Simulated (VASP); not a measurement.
# MoSe (F-43m) in VASP: a series of runs

The runs below take MoSe through single point, with PBE.

All numbers are computed with VASP 6.6.1; they aren't measurements. Logs are shortened: lines on timing, memory, paths and dates and some standing lists are left out, and cuts for length are marked.

### 1 The cell of the first run

It takes space group F-43m (No. 216, cubic). The conventional cell has a = 5.665 Å, b = 5.665 Å, c = 5.665 Å, α = 90.00°, β = 90.00°, γ = 90.00°. Mo (site symmetry -43m) has 4 Se at 2.45 Å within 3.2 Å. Se (site symmetry -43m) has 4 Mo at 2.45 Å within 3.2 Å.

### 2 Single point, PBE, collinear spin (22.73 Å³/atom)

INCAR reads:

```
ALGO = Normal
EDIFF = 1E-7
ENCUT = 520
GGA = PE
ISIF = 2
ISMEAR = 0
ISPIN = 2
LASPH = True
LCHARG = True
LELF = True
LMAXMIX = 4
LORBIT = 11
LREAL = False
LVHAR = True
LWAVE = False
MAGMOM = 0.81 0
NBANDS = 21
NELM = 150
PREC = Accurate
SIGMA = 0.05
```

KPOINTS reads:

```
k-points
0
Gamma
  6 6 6
```

POSCAR reads:

```
MoSe
1.0
    0.0000000000      2.8326040558      2.8326040558
    2.8326040558      0.0000000000      2.8326040558
    2.8326040558      2.8326040558      0.0000000000
Mo Se
1 1
Direct
    0.0000000000      0.0000000000      0.0000000000
    0.2500000000      0.2500000000      0.2500000000
```

Potentials or basis: VASP PAW PBE potentials, release 64 (Mo_sv, Se).

Command:

```
$ cat potpaw_PBE.64/Mo_sv/POTCAR potpaw_PBE.64/Se/POTCAR > POTCAR
$ mpirun -np 1 vasp_std > vasp.out
```

OUTCAR:

```text
EDIFF = 1E-7
   ENCUT = 520
   GGA = PE
   ISIF = 2
   ISMEAR = 0
   ISPIN = 2
   LASPH = True
   LORBIT = 11
   LREAL = False
   NELM = 150
   PREC = Accurate

 ion  position               nearest neighbor table
   1  0.000  0.000  0.000-   2 2.45   2 2.45   2 2.45   2 2.45
   2  0.250  0.250  0.250-   1 2.45   1 2.45   1 2.45   1 2.45

  LATTYP: Found a face centered cubic cell.
 ALAT       =     5.6652081116

  Lattice vectors:

 A1 = (   0.0000000000,   2.8326040558,   2.8326040558)
 A2 = (   2.8326040558,   0.0000000000,   2.8326040558)
 A3 = (   2.8326040558,   2.8326040558,   0.0000000000)

Analysis of symmetry for initial positions (statically):
=====================================================================
 Subroutine PRICEL returns:
 Original cell was already a primitive cell.

 Routine SETGRP: Setting up the symmetry group for a
 face centered cubic supercell.

 Subroutine GETGRP returns: Found 24 space group operations
 (whereof 24 operations were pure point group operations)
 out of a pool of 48 trial point group operations.

The static configuration has the point symmetry T_d .

Analysis of symmetry for dynamics (positions and initial velocities):
=====================================================================
 Subroutine PRICEL returns:
 Original cell was already a primitive cell.

 Routine SETGRP: Setting up the symmetry group for a
 face centered cubic supercell.

 Subroutine GETGRP returns: Found 24 space group operations
 (whereof 24 operations were pure point group operations)
 out of a pool of 48 trial point group operations.

The dynamic configuration has the point symmetry T_d .

Analysis of structural, dynamic, and magnetic symmetry:
=====================================================================
 Subroutine PRICEL returns:
 Original cell was already a primitive cell.

 Routine SETGRP: Setting up the symmetry group for a
 face centered cubic supercell.

 Subroutine GETGRP returns: Found 24 space group operations
 (whereof 24 operations were pure point group operations)
 out of a pool of 48 trial point group operations.

The overall configuration has the point symmetry T_d .

 Subroutine INISYM returns: Found 24 space group operations
 (whereof 24 operations are pure point group operations),
 and found     1 'primitive' translations

----------------------------------------------------------------------------------------

                                     Primitive cell

  volume of cell :      45.4556

  direct lattice vectors                    reciprocal lattice vectors
     0.000000000  2.832604056  2.832604056    -0.176516022  0.176516022  0.176516022
     2.832604056  0.000000000  2.832604056     0.176516022 -0.176516022  0.176516022
     2.832604056  2.832604056  0.000000000     0.176516022  0.176516022 -0.176516022

  length of vectors
     4.005907073  4.005907073  4.005907073     0.305734719  0.305734719  0.305734719

  position of ions in fractional coordinates (direct lattice)
     0.000000000  0.000000000  0.000000000
     0.250000000  0.250000000  0.250000000

  ion indices of the primitive-cell ions
   primitive index   ion index
                 1           1
                 2           2

----------------------------------------------------------------------------------------

 KPOINTS: k-points

Automatic generation of k-mesh.
 Grid dimensions read from file:
 generate k-points for:    6    6    6

 Generating k-lattice:

  Cartesian coordinates                     Fractional coordinates (reciprocal lattice)
    -0.029419337  0.029419337  0.029419337     0.166666667  0.000000000  0.000000000
     0.029419337 -0.029419337  0.029419337     0.000000000  0.166666667  0.000000000
     0.029419337  0.029419337 -0.029419337     0.000000000  0.000000000  0.166666667

  Length of vectors
     0.050955786  0.050955786  0.050955786

  Shift w.r.t. Gamma in fractional coordinates (k-lattice)
     0.000000000  0.000000000  0.000000000

 Subroutine IBZKPT returns following result:
 ===========================================

 Found     16 irreducible k-points:

 Following reciprocal coordinates:
            Coordinates               Weight
  0.000000  0.000000  0.000000      1.000000
  0.166667  0.000000  0.000000      8.000000
  0.333333  0.000000  0.000000      8.000000
  0.500000  0.000000  0.000000      4.000000
  0.166667  0.166667  0.000000      6.000000
  0.333333  0.166667  0.000000     24.000000
[... 8 lines left out ...]
 -0.333333  0.333333  0.166667     24.000000
 -0.333333  0.500000  0.166667     12.000000
   k-points           NKPTS =     16   k-points in BZ     NKDIM =     16   number of bands    NBANDS=     21
   number of dos      NEDOS =    301   number of ions     NIONS =      2
   total plane-waves  NPLWV =  27000
   dimension x,y,z NGX =    30 NGY =   30 NGZ =   30
   dimension x,y,z NGXF=    60 NGYF=   60 NGZF=   60
   ions per type =               1   1
   NGX,Y,Z   is equivalent  to a cutoff of  12.45, 12.45, 12.45 a.u.
   NGXF,Y,Z  is equivalent  to a cutoff of  24.90, 24.90, 24.90 a.u.
 SYSTEM =  unknown system
   PREC   = accura    normal or accurate (medium, high low for compatibility)
   ISTART =      0    job   : 0-new  1-cont  2-samecut
   ICHARG =      2    charge: 1-file 2-atom 10-const
   ISPIN  =      2    spin polarized calculation?
   LNONCOLLINEAR =      F non collinear calculations
   LSORBIT =      F    spin-orbit coupling
   LASPH  =      T    aspherical Exc in radial PAW
   ENCUT  =  520.0 eV  38.22 Ry    6.18 a.u.   7.45  7.45  7.45*2*pi/ulx,y,z
   NELM   =    150;   NELMIN=  2; NELMDL= -5     # of ELM steps
   EDIFF  = 0.1E-06   stopping-criterion for ELM
   LREAL  =      F    real-space projection
   EDIFFG = 0.1E-05   stopping-criterion for IOM
   NSW    =      0    number of steps for IOM
   IBRION =     -1    ionic relax: 0-MD 1-quasi-New 2-CG
   NFREE  =      0    steps in history (QN), initial steepest desc. (CG)
   ISIF   =      2    stress and relaxation
   ISYM   =      2    0-nonsym 1-usesym 2-fastsym
   POTIM  = 0.5000    time-step for ionic-motion
   TEBEG  =    0.0;   TEEND  =   0.0 temperature during run
   PSTRESS=    0.0 pullay stress
   NELECT =      20.0000    total number of electrons
   NUPDOWN=      -1.0000    fix difference up-down
   EMIN   =  10.00;   EMAX   =-10.00  energy-range for DOS
   EFERMI =   0.00;   METHOD = LEGACY
   ISMEAR =     0;   SIGMA  =   0.05  broadening in eV -4-tet -1-fermi 0-gaus
   EFERMI_NEDOS =   21; number of points for ismear=-14 and -15
   IALGO  =     38    algorithm
   IMIX   =      4    mixing-type and parameters
     AMIX     =   0.40;   BMIX     =  1.00
     AMIX_MAG =   1.60;   BMIX_MAG =  1.00
  volume/ion in A,a.u.               =      22.73       153.37
  Fermi-wavevector in a.u.,A,eV,Ry     =   1.245152  2.352996 21.094513  1.550403
  Thomas-Fermi vector in A             =   2.379387
   LORBIT       =     11    0 simple, 1 ext, 2 COOP (PROOUT), +10 PAW based schemes
   GGA     = PE    functional components
   LHFCALC =     F    Hartree Fock is set to
   AEXX    =    0.0000 exact exchange contribution
   IVDW    =     0    specifies the selected vdW correction
   LEPSILON=     F    determine dielectric tensor
   LRPA    =     F    only Hartree local field effects (RPA)
 spin polarized calculation
 Gauss-broadening in eV      SIGMA  =   0.05
  energy-cutoff  :      520.00
  volume of cell :       45.46
 maximum number of plane-waves:      1243
 NGX is ok and might be reduce to    30
   NGX = 15   NGY = 15   NGZ = 15

 number of electron      19.9999999 magnetization       0.9748922

 Free energy of the ion-electron system (eV)
  ---------------------------------------------------
  ext. energy  EPLUGINS =         0.00000000
  ---------------------------------------------------
  free energy    TOTEN  =       -13.48874776 eV

  energy without entropy =      -13.48527015  energy(sigma->0) =      -13.48700896

 E-fermi :   6.2881     XC(G=0): -10.2742

 val. band max:        6.2282493917   @ k =   0.5000   0.3333   0.1667
 cond. band min:       6.2962520332   @ k =  -0.3333   0.3333   0.0000
 fundamental gap:      0.0680026415
 Fermi energy:         6.2881307136

 spin component 1

 k-point     1 :       0.0000    0.0000    0.0000
  band No.  band energies     occupation
      1     -54.8111      1.00000
      2     -28.9836      1.00000
      3     -28.9836      1.00000
      4     -28.9836      1.00000
      5      -8.4464      1.00000
      6       1.3259      1.00000
[... 13 lines left out ...]
     20      19.3306      0.00000
     21      19.3306      0.00000
[... 337 lines left out ...]
 k-point    16 :      -0.3333    0.5000    0.1667
  band No.  band energies     occupation
      1     -54.8072      1.00000
      2     -29.0352      1.00000
      3     -29.0094      1.00000
      4     -29.0035      1.00000
      5      -7.5907      1.00000
      6       0.6139      1.00000
[... 13 lines left out ...]
     20      20.1794      0.00000
     21      20.8399      0.00000
 Fermi energy:         6.2881307136

 spin component 2

 k-point     1 :       0.0000    0.0000    0.0000
  band No.  band energies     occupation
      1     -54.2641      1.00000
      2     -28.3790      1.00000
      3     -28.3790      1.00000
      4     -28.3790      1.00000
      5      -8.4225      1.00000
      6       1.5035      1.00000
[... 13 lines left out ...]
     20      19.4742      0.00000
     21      19.4742      0.00000
[... 337 lines left out ...]
 k-point    16 :      -0.3333    0.5000    0.1667
  band No.  band energies     occupation
      1     -54.2602      1.00000
      2     -28.4330      1.00000
      3     -28.4057      1.00000
      4     -28.3996      1.00000
      5      -7.5845      1.00000
      6       0.8145      1.00000
[... 13 lines left out ...]
     20      20.3665      0.00000
     21      20.9836      0.00000

------------------------ aborting loop because EDIFF is reached ----------------------------------------

  FORCE on cell =-STRESS in cart. coord.  units (eV):
  Direction    XX          YY          ZZ          XY          YZ          ZX
  --------------------------------------------------------------------------------------
  -------------------------------------------------------------------------------------
  Total        0.1451526      0.1451526      0.1451526      0.0000000      0.0000000      0.0000000
  in kB        5.1162043      5.1162043      5.1162043      0.0000000      0.0000000      0.0000000
  external PRESSURE =       5.1162043 kB  Pullay stress =       0.0000000 kB

 VOLUME and BASIS-vectors are now :
 -----------------------------------------------------------------------------
  energy-cutoff  :      520.00
  volume of cell :       45.46
      direct lattice vectors                 reciprocal lattice vectors
     0.000000000  2.832604056  2.832604056    -0.176516022  0.176516022  0.176516022
     2.832604056  0.000000000  2.832604056     0.176516022 -0.176516022  0.176516022
     2.832604056  2.832604056  0.000000000     0.176516022  0.176516022 -0.176516022

 POSITION                                       TOTAL-FORCE (eV/Angst)
 -----------------------------------------------------------------------------------
      0.00000      0.00000      0.00000         0.000000      0.000000     -0.000000
      1.41630      1.41630      1.41630        -0.000000     -0.000000      0.000000
 -----------------------------------------------------------------------------------
    total drift:                                0.000000      0.000000      0.000000

  FREE ENERGIE OF THE ION-ELECTRON SYSTEM (eV)
  ---------------------------------------------------
  free  energy   TOTEN  =       -13.4887477640 eV

  energy  without entropy=      -13.4852701513  energy(sigma->0) =      -13.48700896

 total charge

# of ion       s       p       d       tot
------------------------------------------
    1        2.259   6.100   4.090  12.449
    2        1.428   2.413   0.134   3.976
--------------------------------------------------
tot          3.687   8.513   4.224  16.425

 magnetization (x)

# of ion       s       p       d       tot
------------------------------------------
    1        0.024   0.007   0.849   0.881
    2       -0.004  -0.031   0.015  -0.020
--------------------------------------------------
tot          0.020  -0.024   0.864   0.861
```

It took 35 s on 1 thread of AMD EPYC 7R13 (Zen 3), shared host; peak memory 0.16 GiB.

What came out:

```yaml
Free_energy: -13.4887 eV
Pressure: 0.5 GPa
Net_moment: 0.97 μB per cell
Site_moments: Mo +0.88; Se -0.02 μB
Valence_electrons_inside_the_program's_atomic_spheres: Mo 12.45; Se 3.98
```

Levels at points of the mesh, in eV from the Fermi level:
Spin up:
```tsv
k point	band 8	band 9	band 10	band 11	band 12	band 13
(0.00, 0.00, 0.00)	-4.96	-0.97	-0.97	1.18	4.09	4.09
(0.50, 0.00, 0.00)	-4.60	-0.62	-0.62	-0.25	2.10	2.10
(0.50, 0.50, 0.00)	-3.87	-1.60	-0.27	-0.24	0.52	0.52
```
Spin down:
```tsv
k point	band 7	band 8	band 9	band 10	band 11	band 12
(0.00, 0.00, 0.00)	-4.78	-4.78	-0.12	-0.12	1.33	4.33
(0.50, 0.00, 0.00)	-4.39	-4.39	0.14	0.18	0.18	2.39
(0.50, 0.50, 0.00)	-3.75	-3.75	-1.32	0.43	0.70	0.90
```

### 3 Single point, PBE, collinear spin (23.00 Å³/atom)

This run uses another cell than the first one, of 23.00 Å³/atom.

INCAR reads:

```
PREC     = Accurate       # precision mode
ENCUT    = 520            # plane-wave cutoff, eV
EDIFF    = 1E-7           # SCF threshold, eV
ISMEAR   = 0              # smearing method
SIGMA    = 0.05           # smearing width, eV
LREAL    = False          # projectors in reciprocal space
LASPH    = True           # aspherical terms in the spheres
NELM     = 150            # most SCF steps
ALGO     = Normal         # electronic algorithm
ISIF     = 2              # what is computed and relaxed
LWAVE    = False          # write WAVECAR
LCHARG   = False          # write CHGCAR
ISPIN    = 2              # spin polarisation
MAGMOM   = 1.07 0         # initial moments
LORBIT   = 11             # projections on sites
LMAXMIX  = 4              # l up to which the mixer works
GGA      = PE             # functional
NBANDS   = 21             # bands
```

KPOINTS reads:

```
regular mesh
0
Gamma
  6 6 6
```

POSCAR reads:

```
MoSe
1.0
    0.0000000000      2.8438885532      2.8438885532
    2.8438885532      0.0000000000      2.8438885532
    2.8438885532      2.8438885532      0.0000000000
Mo Se
1 1
Direct
    0.0000000000      0.0000000000      0.0000000000
    0.2500000000      0.2500000000      0.2500000000
```

Potentials or basis: VASP PAW PBE potentials, release 64 (Mo_sv, Se).

Command:

```
$ cat potpaw_PBE.64/Mo_sv/POTCAR potpaw_PBE.64/Se/POTCAR > POTCAR
$ mpirun -np 1 vasp_std > vasp.out
```

OUTCAR:

```text
PREC = Accurate
   ENCUT = 520
   EDIFF = 1E-7
   ISMEAR = 0
   LREAL = False
   LASPH = True
   NELM = 150
   ISIF = 2
   ISPIN = 2
   LORBIT = 11
   GGA = PE

 ion  position               nearest neighbor table
   1  0.000  0.000  0.000-   2 2.46   2 2.46   2 2.46   2 2.46
   2  0.250  0.250  0.250-   1 2.46   1 2.46   1 2.46   1 2.46

  LATTYP: Found a face centered cubic cell.
 ALAT       =     5.6877771064

  Lattice vectors:

 A1 = (   0.0000000000,   2.8438885532,   2.8438885532)
 A2 = (   2.8438885532,   0.0000000000,   2.8438885532)
 A3 = (   2.8438885532,   2.8438885532,   0.0000000000)

Analysis of symmetry for initial positions (statically):
=====================================================================
 Subroutine PRICEL returns:
 Original cell was already a primitive cell.

 Routine SETGRP: Setting up the symmetry group for a
 face centered cubic supercell.

 Subroutine GETGRP returns: Found 24 space group operations
 (whereof 24 operations were pure point group operations)
[... 571 lines left out ...]
      4     -28.4983      1.00000
      5      -8.4935      1.00000
      6       1.4316      1.00000
[... 373 lines left out ...]
     20      20.1331      0.00000
     21      20.7802      0.00000

------------------------ aborting loop because EDIFF is reached ----------------------------------------

  FORCE on cell =-STRESS in cart. coord.  units (eV):
  Direction    XX          YY          ZZ          XY          YZ          ZX
  --------------------------------------------------------------------------------------
  -------------------------------------------------------------------------------------
  Total       -0.1815832     -0.1815832     -0.1815832     -0.0000000     -0.0000000      0.0000000
  in kB       -6.3243894     -6.3243894     -6.3243894     -0.0000000     -0.0000000      0.0000000
  external PRESSURE =      -6.3243894 kB  Pullay stress =       0.0000000 kB

 VOLUME and BASIS-vectors are now :
 -----------------------------------------------------------------------------
  energy-cutoff  :      520.00
  volume of cell :       46.00
      direct lattice vectors                 reciprocal lattice vectors
     0.000000000  2.843888553  2.843888553    -0.175815610  0.175815610  0.175815610
     2.843888553  0.000000000  2.843888553     0.175815610 -0.175815610  0.175815610
     2.843888553  2.843888553  0.000000000     0.175815610  0.175815610 -0.175815610

 POSITION                                       TOTAL-FORCE (eV/Angst)
 -----------------------------------------------------------------------------------
      0.00000      0.00000      0.00000        -0.000000     -0.000000     -0.000000
      1.42194      1.42194      1.42194         0.000000      0.000000      0.000000
 -----------------------------------------------------------------------------------
    total drift:                                0.000000      0.000000      0.000000

  FREE ENERGIE OF THE ION-ELECTRON SYSTEM (eV)
  ---------------------------------------------------
  free  energy   TOTEN  =       -13.4886235841 eV

  energy  without entropy=      -13.4845795873  energy(sigma->0) =      -13.48660159

 total charge

# of ion       s       p       d       tot
------------------------------------------
    1        2.256   6.097   4.073  12.427
    2        1.428   2.407   0.130   3.965
--------------------------------------------------
tot          3.684   8.505   4.203  16.392

 magnetization (x)

# of ion       s       p       d       tot
------------------------------------------
    1        0.025   0.008   0.889   0.922
    2       -0.004  -0.032   0.016  -0.020
--------------------------------------------------
tot          0.021  -0.024   0.905   0.902
```

OSZICAR:

```text
N       E                     dE             d eps       ncg     rms          rms(c)
DAV:   1     0.139456590777E+03    0.13946E+03   -0.96968E+03  1368   0.864E+02
DAV:   2    -0.982380171716E+01   -0.14928E+03   -0.14423E+03  1594   0.257E+02
DAV:   3    -0.138168994103E+02   -0.39931E+01   -0.39460E+01  1592   0.389E+01
DAV:   4    -0.138357157107E+02   -0.18816E-01   -0.18815E-01  1474   0.310E+00
DAV:   5    -0.138358335167E+02   -0.11781E-03   -0.11781E-03  1574   0.245E-01    0.124E+01
DAV:   6    -0.135038256059E+02    0.33201E+00   -0.14644E+00  1429   0.799E+00    0.472E+00
DAV:   7    -0.134914033753E+02    0.12422E-01   -0.11417E-01  1419   0.232E+00    0.324E+00
DAV:   8    -0.134885075401E+02    0.28958E-02   -0.10771E-02  1549   0.688E-01    0.141E+00
DAV:   9    -0.134884358567E+02    0.71683E-04   -0.16309E-03  1529   0.275E-01    0.143E-01
DAV:  10    -0.134885480589E+02   -0.11220E-03   -0.18170E-04  1514   0.680E-02    0.878E-02
DAV:  11    -0.134886093739E+02   -0.61315E-04   -0.56943E-05  1474   0.466E-02    0.335E-02
DAV:  12    -0.134886226173E+02   -0.13243E-04   -0.11089E-05  1499   0.222E-02    0.551E-03
DAV:  13    -0.134886231938E+02   -0.57653E-06   -0.11127E-06  1582   0.493E-03    0.295E-03
DAV:  14    -0.134886234798E+02   -0.28599E-06   -0.31426E-07  1474   0.241E-03    0.174E-03
DAV:  15    -0.134886235893E+02   -0.10950E-06   -0.98176E-08  1285   0.134E-03    0.820E-04
DAV:  16    -0.134886235841E+02    0.51646E-08   -0.34082E-08  1143   0.103E-03
   1 F= -.13488624E+02 E0= -.13486602E+02  d E =-.404400E-02  mag=     1.0261
```

Wall time 39 s (1 thread of AMD EPYC 7R13 (Zen 3), shared host); peak memory 0.17 GiB.

What came out:

```
Free energy                                           : -13.4886 eV
Pressure                                              : -0.6 GPa
Net moment                                            : 1.03 μB per cell
Site moments                                          : Mo +0.92; Se -0.02 μB
Valence electrons inside the program's atomic spheres : Mo 12.43; Se 3.96
```
